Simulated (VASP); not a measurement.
Write the native input for VASP 6.6.1 that does the following.

- Task: single point
- Functional: PBE
- Potentials or basis: VASP PAW PBE potentials, release 64 (Sr_sv, O)
- Cutoff: 600 eV
- k mesh: 8 × 8 × 8
- Occupations: gaussian, width 0.02 eV
- Spin: no spin polarisation
- Dipole correction: no
- Further INCAR settings: ALGO = Normal; EDIFF = 1e-06; NBANDS = 15

The structure of SrO (hm.bA) lies in POSCAR:

```
SrO
1.0
    0.0000000000      2.5975406445      2.5975406445
    2.5975406445      0.0000000000      2.5975406445
    2.5975406445      2.5975406445      0.0000000000
Sr O
1 1
Direct
    0.0000000000      0.0000000000      0.0000000000
    0.5000000000      0.5000000000      0.5000000000
```

These files were run (other wordings do the same):

INCAR

```
  PREC = Accurate
  ENCUT = 600
  EDIFF = 1E-6
  ISMEAR = 0
  SIGMA = 0.02
  LREAL = F
  LASPH = T
  NELM = 120
  ALGO = Normal
  ISIF = 2
  LWAVE = F
  LCHARG = F
  GGA = PE
  NBANDS = 15
  GGA_COMPAT = F
```

KPOINTS

```
regular mesh
0
Gamma
  8 8 8
```

Potentials or basis: VASP PAW PBE potentials, release 64 (Sr_sv, O).

The run is started by

```console
$ cat potpaw_PBE.64/Sr_sv/POTCAR potpaw_PBE.64/O/POTCAR > POTCAR
$ mpirun -np 1 vasp_std > vasp.out
```

Results of the run:

| Item | Value |
| --- | --- |
| Pressure | 0.4 GPa |
| Band gap on the k mesh | 3.28 eV, indirect (least direct gap 3.39 eV) |

It took 22 s on 1 thread of Intel(R) Xeon(R) Platinum 8375C CPU @ 2.90GHz (Ice Lake) (shared host), peak memory 0.18 GiB.
